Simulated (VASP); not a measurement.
# Ag: single point with LDA

Crystal: Ag.

```xyz
1
Lattice="0.0000 2.0009 2.0009 2.0009 0.0000 2.0009 2.0009 2.0009 0.0000" Properties=species:S:1:pos:R:3 pbc="T T T"
Ag    0.0000    0.0000    0.0000
```

| Item | Value |
| --- | --- |
| Program | VASP 6.6.1 |
| Task | single point |
| Functional | LDA |
| Potentials or basis | VASP PAW LDA potentials, release 64 (Ag) |
| Cutoff | 520 eV |
| k mesh | 18 × 18 × 18 |
| Occupations | gaussian, width 0.1 eV |
| Spin | no spin polarisation |
| Dipole correction | no |
| Further INCAR settings | ALGO = Normal; EDIFF = 1e-06; NBANDS = 12 |

The pressure is 0.2 GPa and the band gap on the k mesh is zero (an odd number of electrons rules out a gap without spin polarisation).

Levels at points of the mesh, in eV from the Fermi level:
```csv
k point,band 4,band 5,band 6,band 7,band 8,band 9
"(0.00, 0.00, 0.00)",-4.99,-3.81,-3.81,16.16,20.04,20.04
"(0.50, 0.00, 0.00)",-2.91,-2.91,-0.59,3.96,15.42,18.39
"(0.50, 0.50, 0.00)",-2.68,-2.68,1.50,7.24,10.90,10.90
```

Run time: 36 s on 1 thread of Intel(R) Xeon(R) Platinum 8259CL CPU @ 2.50GHz (Skylake/Cascade Lake) (shared host), peak memory 0.15 GiB.
